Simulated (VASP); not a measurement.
# BeAs2 (P4/nmm) in VASP: settings compared

Aim: see how the results for BeAs2 move with the level of theory and the settings. Levels: PBE+D4, r2SCAN. Tasks: single point.

Everything below comes from runs of VASP 6.6.1. Logs are shortened: lines on timing, memory, paths and dates and some standing lists are left out, and cuts for length are marked.

## Step 1: The cell of the first run

The structure is tetragonal, space group P4/nmm (No. 129). The conventional cell has a = 3.645 Å, b = 3.645 Å, c = 7.548 Å, α = 90.00°, β = 90.00°, γ = 90.00°. Within 3.5 Å of Be (site symmetry 4mm) lie 9 As at 2.65 to 2.80 Å. As (site symmetry -4m2) has 8 As at 2.58 to 3.28 Å and 4 Be at 2.80 Å within 3.4 Å. Within 3.5 Å of As (site symmetry 4mm) lie 5 Be at 2.65 to 2.70 Å and 8 As at 3.28 to 3.32 Å.

## Step 2: Single point, PBE+D4

Input file INCAR:

```
SYSTEM = BeAs2
PREC = Accurate
ENCUT = 520
EDIFF = 1E-7
ISMEAR = -1
SIGMA = 0.1
LREAL = .FALSE.
LASPH = .TRUE.
NELM = 60
ALGO = Normal
ISIF = 2
LWAVE = .FALSE.
LCHARG = .FALSE.
GGA = PE
IVDW = 13
NBANDS = 21
```

Input file KPOINTS:

```
regular mesh
0
G
  5 5 3
  0 0 0
```

Input file POSCAR:

```
BeAs2
1.0
    3.6454150000      0.0000000000      0.0000000000
    0.0000000000      3.6454150000      0.0000000000
    0.0000000000      0.0000000000      7.5477720000
Be As
2 4
Direct
    0.0000000000      0.5000000000      0.2810000000
    0.5000000000      0.0000000000      0.7190000000
    0.0000000000      0.0000000000      0.0000000000
    0.5000000000      0.5000000000      0.0000000000
    0.0000000000      0.5000000000      0.6390000000
    0.5000000000      0.0000000000      0.3610000000
```

Potentials or basis: VASP PAW PBE potentials, release 64 (Be, As).

Run with:

```bash
cat potpaw_PBE.64/Be/POTCAR potpaw_PBE.64/As/POTCAR > POTCAR
mpirun -np 1 vasp_std > vasp.out
```

OUTCAR:

```text
SYSTEM = BeAs2
   PREC = Accurate
   ENCUT = 520
   EDIFF = 1E-7
   ISMEAR = -1
   LREAL = .FALSE.
   LASPH = .TRUE.
   NELM = 60
   ISIF = 2
   GGA = PE
   IVDW = 13

 ion  position               nearest neighbor table
   1  0.000  0.500  0.281-   6 2.65   6 2.65   6 2.65   6 2.65
   2  0.500  0.000  0.719-   5 2.65   5 2.65   5 2.65   5 2.65
   3  0.000  0.000  0.000-   4 2.58   4 2.58   4 2.58   4 2.58
   4  0.500  0.500  0.000-   3 2.58   3 2.58   3 2.58   3 2.58
   5  0.000  0.500  0.639-   2 2.65   2 2.65   2 2.65   2 2.65
   6  0.500  0.000  0.361-   1 2.65   1 2.65   1 2.65   1 2.65

  LATTYP: Found a simple tetragonal cell.
 ALAT       =     3.6454150000
 C/A-ratio  =     2.0704836075

  Lattice vectors:

 A1 = (   3.6454150000,   0.0000000000,   0.0000000000)
 A2 = (   0.0000000000,   3.6454150000,   0.0000000000)
 A3 = (   0.0000000000,   0.0000000000,   7.5477720000)

Analysis of symmetry for initial positions (statically):
=====================================================================
 Subroutine PRICEL returns:
 Original cell was already a primitive cell.

 Routine SETGRP: Setting up the symmetry group for a
 simple tetragonal supercell.

 Subroutine GETGRP returns: Found 16 space group operations
 (whereof  8 operations were pure point group operations)
 out of a pool of 16 trial point group operations.

The static configuration has the point symmetry D_2d.
 The point group associated with its full space group is D_4h.

Analysis of symmetry for dynamics (positions and initial velocities):
=====================================================================
 Subroutine PRICEL returns:
 Original cell was already a primitive cell.

 Routine SETGRP: Setting up the symmetry group for a
 simple tetragonal supercell.

 Subroutine GETGRP returns: Found 16 space group operations
 (whereof  8 operations were pure point group operations)
 out of a pool of 16 trial point group operations.

The dynamic configuration has the point symmetry D_2d.
 The point group associated with its full space group is D_4h.

 Subroutine INISYM returns: Found 16 space group operations
 (whereof  8 operations are pure point group operations),
 and found     1 'primitive' translations

----------------------------------------------------------------------------------------

                                     Primitive cell

  volume of cell :     100.3027

  direct lattice vectors                    reciprocal lattice vectors
     3.645415000  0.000000000  0.000000000     0.274317190  0.000000000  0.000000000
     0.000000000  3.645415000  0.000000000     0.000000000  0.274317190  0.000000000
     0.000000000  0.000000000  7.547772000     0.000000000  0.000000000  0.132489429

  length of vectors
     3.645415000  3.645415000  7.547772000     0.274317190  0.274317190  0.132489429

  position of ions in fractional coordinates (direct lattice)
     0.000000000  0.500000000  0.281000000
     0.500000000  0.000000000  0.719000000
     0.000000000  0.000000000  0.000000000
     0.500000000  0.500000000  0.000000000
     0.000000000  0.500000000  0.639000000
     0.500000000  0.000000000  0.361000000

  ion indices of the primitive-cell ions
   primitive index   ion index
                 1           1
                 2           2
                 3           3
                 4           4
                 5           5
                 6           6

----------------------------------------------------------------------------------------

 KPOINTS: regular mesh

Automatic generation of k-mesh.
 Grid dimensions read from file:
 generate k-points for:    5    5    3

 Generating k-lattice:

  Cartesian coordinates                     Fractional coordinates (reciprocal lattice)
     0.054863438  0.000000000  0.000000000     0.200000000  0.000000000  0.000000000
     0.000000000  0.054863438  0.000000000     0.000000000  0.200000000  0.000000000
     0.000000000  0.000000000  0.044163143     0.000000000  0.000000000  0.333333333

  Length of vectors
     0.054863438  0.054863438  0.044163143

  Shift w.r.t. Gamma in fractional coordinates (k-lattice)
     0.000000000  0.000000000  0.000000000

 Subroutine IBZKPT returns following result:
 ===========================================

 Found     12 irreducible k-points:

 Following reciprocal coordinates:
            Coordinates               Weight
  0.000000  0.000000  0.000000      1.000000
  0.200000  0.000000  0.000000      4.000000
  0.400000  0.000000  0.000000      4.000000
  0.200000  0.200000  0.000000      4.000000
  0.400000  0.200000  0.000000      8.000000
  0.400000  0.400000  0.000000      4.000000
  0.000000  0.000000  0.333333      2.000000
  0.200000  0.000000  0.333333      8.000000
  0.400000  0.000000  0.333333      8.000000
  0.200000  0.200000  0.333333      8.000000
  0.400000  0.200000  0.333333     16.000000
  0.400000  0.400000  0.333333      8.000000
   k-points           NKPTS =     12   k-points in BZ     NKDIM =     12   number of bands    NBANDS=     21
   number of dos      NEDOS =    301   number of ions     NIONS =      6
   total plane-waves  NPLWV =  43904
   dimension x,y,z NGX =    28 NGY =   28 NGZ =   56
   dimension x,y,z NGXF=    56 NGYF=   56 NGZF=  112
   ions per type =               2   4
   NGX,Y,Z   is equivalent  to a cutoff of  12.77, 12.77, 12.33 a.u.
   NGXF,Y,Z  is equivalent  to a cutoff of  25.54, 25.54, 24.67 a.u.
 SYSTEM =  BeAs2
   PREC   = accura    normal or accurate (medium, high low for compatibility)
   ISTART =      0    job   : 0-new  1-cont  2-samecut
   ICHARG =      2    charge: 1-file 2-atom 10-const
   ISPIN  =      1    spin polarized calculation?
   LNONCOLLINEAR =      F non collinear calculations
   LSORBIT =      F    spin-orbit coupling
   LASPH  =      T    aspherical Exc in radial PAW
   ENCUT  =  520.0 eV  38.22 Ry    6.18 a.u.   6.78  6.78 14.03*2*pi/ulx,y,z
   NELM   =     60;   NELMIN=  2; NELMDL= -5     # of ELM steps
   EDIFF  = 0.1E-06   stopping-criterion for ELM
   LREAL  =      F    real-space projection
   EDIFFG = 0.1E-05   stopping-criterion for IOM
   NSW    =      0    number of steps for IOM
   IBRION =     -1    ionic relax: 0-MD 1-quasi-New 2-CG
   NFREE  =      0    steps in history (QN), initial steepest desc. (CG)
[... 30 lines left out ...]
   NGX = 13   NGY = 13   NGZ = 29

 number of electron      23.9999995 magnetization

 Free energy of the ion-electron system (eV)
  ---------------------------------------------------
  ext. energy  EPLUGINS =         0.00000000
  ---------------------------------------------------
  free energy    TOTEN  =       -23.06551442 eV

  energy without entropy =      -22.98424109  energy(sigma->0) =      -23.02487775

 E-fermi :   5.9627     XC(G=0): -10.3607

 val. band max:        5.9293776770   @ k =   0.4000   0.0000   0.3333
 cond. band min:       5.9791197566   @ k =   0.2000   0.0000   0.0000
 fundamental gap:      0.0497420797
 Fermi energy:         5.9626701941

 k-point     1 :       0.0000    0.0000    0.0000
  band No.  band energies     occupation
      1      -9.3294      2.00000
      2      -6.2916      2.00000
      3      -5.0354      2.00000
      4      -0.4856      2.00000
      5       0.7230      2.00000
      6       1.5984      2.00000
[... 13 lines left out ...]
     20      11.5347      0.00000
     21      12.6115      0.00000

 k-point     2 :       0.2000    0.0000    0.0000
  band No.  band energies     occupation
      1      -8.9029      2.00000
      2      -5.9575      2.00000
      3      -4.8458      2.00000
      4      -2.6755      2.00000
      5       0.4387      2.00000
      6       2.0732      2.00000
[... 13 lines left out ...]
     20      11.5489      0.00000
     21      11.7557      0.00000

 k-point     3 :       0.4000    0.0000    0.0000
  band No.  band energies     occupation
      1      -7.6373      2.00000
      2      -5.6377      2.00000
      3      -5.0913      2.00000
      4      -4.3589      2.00000
      5      -0.3666      2.00000
      6       0.4532      2.00000
[... 13 lines left out ...]
     20      10.0835      0.00000
     21      11.0758      0.00000

 k-point     4 :       0.2000    0.2000    0.0000
  band No.  band energies     occupation
      1      -8.4801      2.00000
      2      -5.6308      2.00000
      3      -4.6372      2.00000
      4      -3.1238      2.00000
      5      -0.2694      2.00000
      6       0.9086      2.00000
[... 13 lines left out ...]
     20      11.4452      0.00000
     21      12.0580      0.00000

 k-point     5 :       0.4000    0.2000    0.0000
  band No.  band energies     occupation
      1      -7.2330      2.00000
      2      -5.3062      2.00000
      3      -4.8017      2.00000
      4      -4.1892      2.00000
      5      -0.0588      2.00000
      6       0.5314      2.00000
[... 13 lines left out ...]
     20      11.6212      0.00000
     21      12.0093      0.00000

 k-point     6 :       0.4000    0.4000    0.0000
  band No.  band energies     occupation
      1      -6.0912      2.00000
      2      -4.8459      2.00000
      3      -4.1871      2.00000
      4      -4.1446      2.00000
      5      -1.2439      2.00000
      6      -0.2841      2.00000
[... 13 lines left out ...]
     20      11.8052      0.00000
     21      12.6143      0.00000

 k-point     7 :       0.0000    0.0000    0.3333
  band No.  band energies     occupation
      1      -9.2945      2.00000
      2      -6.6774      2.00000
      3      -4.3500      2.00000
      4      -0.4846      2.00000
      5      -0.3425      2.00000
      6       1.6435      2.00000
[... 13 lines left out ...]
     20      11.1618      0.00000
     21      11.2575      0.00000

 k-point     8 :       0.2000    0.0000    0.3333
  band No.  band energies     occupation
      1      -8.8674      2.00000
      2      -6.3404      2.00000
      3      -4.2333      2.00000
      4      -2.6778      2.00000
      5      -0.0554      2.00000
      6       1.9556      2.00000
[... 13 lines left out ...]
     20      11.2713      0.00000
     21      11.3515      0.00000

 k-point     9 :       0.4000    0.0000    0.3333
  band No.  band energies     occupation
      1      -7.6013      2.00000
      2      -5.7648      2.00000
      3      -5.0958      2.00000
      4      -4.3267      2.00000
      5       0.0962      2.00000
      6       1.1520      2.00000
[... 13 lines left out ...]
     20      10.5308      0.00000
     21      11.0029      0.00000

 k-point    10 :       0.2000    0.2000    0.3333
  band No.  band energies     occupation
      1      -8.4441      2.00000
      2      -6.0064      2.00000
      3      -4.0936      2.00000
      4      -3.1172      2.00000
      5      -0.1630      2.00000
      6       0.4144      2.00000
[... 13 lines left out ...]
     20      11.3026      0.00000
     21      12.0375      0.00000

 k-point    11 :       0.4000    0.2000    0.3333
  band No.  band energies     occupation
      1      -7.1973      2.00000
      2      -5.4215      2.00000
      3      -4.8356      2.00000
      4      -4.1241      2.00000
      5       0.2971      2.00000
      6       0.4746      2.00000
[... 13 lines left out ...]
     20      11.2510      0.00000
     21      11.7927      0.00000

 k-point    12 :       0.4000    0.4000    0.3333
  band No.  band energies     occupation
      1      -6.0607      2.00000
      2      -4.8390      2.00000
      3      -4.4484      2.00000
      4      -3.9198      2.00000
      5      -1.3684      2.00000
      6      -0.2447      2.00000
[... 13 lines left out ...]
     20      12.7856      0.00000
     21      13.3479      0.00000

------------------------ aborting loop because EDIFF is reached ----------------------------------------

  DFT-D4 for vdW energy calculation

  Edisp (eV):   -2.21349

  FORCE on cell =-STRESS in cart. coord.  units (eV):
  Direction    XX          YY          ZZ          XY          YZ          ZX
  --------------------------------------------------------------------------------------
  -------------------------------------------------------------------------------------
  Total      -1.57800    -1.57800    -6.15219     0.00000    -0.00000     0.00000
  in kB     -25.20605   -25.20605   -98.27151     0.00000    -0.00000     0.00000
  external pressure =      -49.56 kB  Pullay stress =        0.00 kB

 VOLUME and BASIS-vectors are now :
 -----------------------------------------------------------------------------
  energy-cutoff  :      520.00
  volume of cell :      100.30
      direct lattice vectors                 reciprocal lattice vectors
     3.645415000  0.000000000  0.000000000     0.274317190  0.000000000  0.000000000
     0.000000000  3.645415000  0.000000000     0.000000000  0.274317190  0.000000000
     0.000000000  0.000000000  7.547772000     0.000000000  0.000000000  0.132489429

 POSITION                                       TOTAL-FORCE (eV/Angst)
 -----------------------------------------------------------------------------------
      0.00000      1.82271      2.12092        -0.000000      0.000000      0.480828
      1.82271      0.00000      5.42685        -0.000000     -0.000000     -0.480828
      0.00000      0.00000      0.00000        -0.000000     -0.000000     -0.000000
      1.82271      1.82271      0.00000         0.000000      0.000000     -0.000000
      0.00000      1.82271      4.82303        -0.000000     -0.000000     -0.720368
      1.82271      0.00000      2.72475        -0.000000      0.000000      0.720368
 -----------------------------------------------------------------------------------
    total drift:                                0.000000      0.000000     -0.000000

  FREE ENERGIE OF THE ION-ELECTRON SYSTEM (eV)
  ---------------------------------------------------
  free  energy   TOTEN  =       -25.2790007295 eV

  energy  without entropy=      -25.1977274016  energy(sigma->0) =      -25.23836407
```

Run time: 30 s. Hardware: 1 thread of Intel Xeon 8259CL, shared host; peak memory 0.2 GiB.

Results:

```
Free energy                : -25.2790 eV
Pressure                   : -5.0 GPa
Largest force              : 0.720 eV/Å
Band gap on the k mesh     : zero (bands 12 and 13 overlap by 1.06 eV)
Dispersion energy per atom : -0.369 eV
```

Forces in eV/Å, atoms in the order of the input:
```
Be   0.000  0.000  0.481
Be   0.000  0.000 -0.481
As   0.000  0.000  0.000
As   0.000  0.000  0.000
As   0.000  0.000 -0.720
As   0.000  0.000  0.720
```

Stress tensor (GPa, compression positive):
```
-2.52  0.00  0.00
 0.00 -2.52  0.00
 0.00  0.00 -9.83
```

Caveat: the stress differs along the axes, from -10 to -3 GPa.

## Step 3: Single point, r2SCAN

POSCAR is that of step 2.

Input file INCAR.step1:

```
SYSTEM = BeAs2
PREC = Accurate ; ENCUT = 520
ISMEAR = -1 ; SIGMA = 0.1
LREAL = .False. ; LASPH = .True.
NELM = 80 ; NBANDS = 21
GGA = PE ; ALGO = Normal
EDIFF = 1E-4 ; LWAVE = .True.
LCHARG = .False.
```

Input file INCAR.step2:

```
SYSTEM = BeAs2
PREC = Accurate ; ENCUT = 520
EDIFF = 1E-7 ; ISMEAR = -1
SIGMA = 0.1 ; LREAL = .False.
LASPH = .True. ; NELM = 80
ALGO = Normal ; ISIF = 2
LWAVE = .False. ; LCHARG = .False.
METAGGA = R2SCAN ; LMIXTAU = .True.
NBANDS = 21 ; ISTART = 1
```

Input file KPOINTS:

```
regular mesh
0
Gamma
  5 5 3
  0 0 0
```

Potentials or basis: VASP PAW PBE potentials, release 64 (Be, As).

Run with:

```bash
cat potpaw_PBE.64/Be/POTCAR potpaw_PBE.64/As/POTCAR > POTCAR
cp INCAR.step1 INCAR
mpirun -np 1 vasp_std > vasp.out
cp INCAR.step2 INCAR
mpirun -np 1 vasp_std > vasp.out
```

Wall time 1.7 min (1 thread of Intel Xeon 8259CL, shared host); peak memory 0.21 GiB.

The run converged. Its results:

```
Free energy            : -63.8131 eV
Pressure               : -2.8 GPa
Largest force          : 0.836 eV/Å
Band gap on the k mesh : zero (bands 12 and 13 overlap by 1.09 eV)
```

Forces on the atoms (eV/Å):
```
Be   0.000  0.000  0.546
Be   0.000  0.000 -0.546
As   0.000  0.000  0.000
As   0.000  0.000  0.000
As   0.000  0.000 -0.836
As   0.000  0.000  0.836
```

Stress tensor (GPa, compression positive):
```
-0.59  0.00  0.00
 0.00 -0.59  0.00
 0.00  0.00 -7.21
```

Levels at points of the mesh, in eV from the Fermi level:
```csv
k point,band 9,band 10,band 11,band 12,band 13,band 14,band 15,band 16
"(0.00, 0.00, 0.00)",-1.44,-1.44,-0.46,-0.36,-0.36,1.20,1.48,2.08
```

Caveat: the stress differs along the axes, from -7 to -1 GPa; the PAW data sets were made with another functional, which shifts forces and pressure a little.

## Step 4: Single point, r2SCAN

POSCAR is that of step 3.

Input file INCAR.step1:

```
PREC     = Accurate       # precision mode
ENCUT    = 520            # plane-wave cutoff, eV
ISMEAR   = -1             # smearing method
SIGMA    = 0.1            # smearing width, eV
LREAL    = False          # projectors in reciprocal space
LASPH    = True           # aspherical terms in the spheres
NELM     = 60             # most SCF steps
NBANDS   = 21             # bands
GGA      = PE             # functional
ALGO     = Normal         # electronic algorithm
EDIFF    = 1E-4           # SCF threshold, eV
LWAVE    = True           # write WAVECAR
LCHARG   = False          # write CHGCAR
```

Input file INCAR.step2:

```
PREC     = Accurate       # precision mode
ENCUT    = 520            # plane-wave cutoff, eV
EDIFF    = 1E-7           # SCF threshold, eV
ISMEAR   = -1             # smearing method
SIGMA    = 0.1            # smearing width, eV
LREAL    = False          # projectors in reciprocal space
LASPH    = True           # aspherical terms in the spheres
NELM     = 60             # most SCF steps
ALGO     = Normal         # electronic algorithm
ISIF     = 2              # what is computed and relaxed
LWAVE    = False          # write WAVECAR
LCHARG   = False          # write CHGCAR
METAGGA  = R2SCAN         # meta-GGA
LMIXTAU  = True         
NBANDS   = 21             # bands
ISTART   = 1
```

Input file KPOINTS:

```
Automatic mesh
0
Gamma
  5 5 3
```

Run with:

```bash
cat potpaw_PBE.64/Be/POTCAR potpaw_PBE.64/As/POTCAR > POTCAR
cp INCAR.step1 INCAR
mpirun -np 1 vasp_std > vasp.out
cp INCAR.step2 INCAR
mpirun -np 1 vasp_std > vasp.out
```

Run time: 1.7 min. Hardware: 1 thread of Intel Xeon 8259CL, shared host; peak memory 0.21 GiB.

It converged, with:

- Free energy: -63.8131 eV
- Pressure: -2.8 GPa
- Largest force: 0.836 eV/Å
- Band gap on the k mesh: zero (bands 12 and 13 overlap by 1.09 eV)

Forces on the atoms (eV/Å):
```
Be   0.000  0.000  0.546
Be   0.000  0.000 -0.546
As   0.000  0.000  0.000
As   0.000  0.000  0.000
As   0.000  0.000 -0.836
As   0.000  0.000  0.836
```

Stress tensor (GPa, compression positive):
```
-0.59  0.00  0.00
 0.00 -0.59  0.00
 0.00  0.00 -7.21
```

Levels at points of the mesh, in eV from the Fermi level:
| k point | band 8 | band 9 | band 10 | band 11 | band 12 | band 13 | band 14 | band 15 | band 16 | band 17 |
| --- | --- | --- | --- | --- | --- | --- | --- | --- | --- | --- |
| (0.00, 0.00, 0.00) | -2.99 | -1.44 | -1.44 | -0.46 | -0.36 | -0.36 | 1.20 | 1.48 | 2.08 | 5.17 |

Caveat: the stress differs along the axes, from -7 to -1 GPa; the PAW data sets were made with another functional, which shifts forces and pressure a little.

The gap in the log of VASP goes by the Fermi energy; the results here count the filled bands.